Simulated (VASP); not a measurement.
Here is a VASP 6.6.1 calculation.

File INCAR:

```
SYSTEM = In
PREC     = Accurate       ! precision mode
ENCUT    = 520            ! plane-wave cutoff, eV
EDIFF    = 1E-6           ! SCF threshold, eV
ISMEAR   = 0              ! smearing method
SIGMA    = 0.15           ! smearing width, eV
LREAL    = .False.        ! projectors in reciprocal space
LASPH    = .True.         ! aspherical terms in the spheres
NELM     = 60             ! most SCF steps
ALGO     = Fast           ! electronic algorithm
ISIF     = 2              ! what is computed and relaxed
LWAVE    = .False.        ! write WAVECAR
LCHARG   = .False.        ! write CHGCAR
NBANDS   = 12             ! bands
```

File KPOINTS:

```
Automatic mesh
0
Gamma
  22 22 22
  0 0 0
```

The input POSCAR:

```
In
1.0
   -1.4696260693      1.4696260693      2.5011566073
    1.4696260693     -1.4696260693      2.5011566073
    1.4696260693      1.4696260693     -2.5011566073
In
1
Direct
    0.0000000000      0.0000000000      0.0000000000
```

Potentials or basis: VASP PAW LDA potentials, release 64 (In_d).

Run with:

```sh
$ cat potpaw_LDA.64/In_d/POTCAR > POTCAR
$ mpirun -np 1 vasp_std > vasp.out
```

Question: What does it give for the pressure?

Answer: 10.3 GPa.

Question: Predict the band gap on the k mesh.

Answer: Zero (an odd number of electrons rules out a gap without spin polarisation).

Stress tensor (GPa, compression positive):
```
11.27  0.00  0.00
 0.00 11.27  0.00
 0.00  0.00  8.27
```

Caveat: the cell stands under pressure; spin-orbit coupling is left out, which moves the levels of the heavy elements.
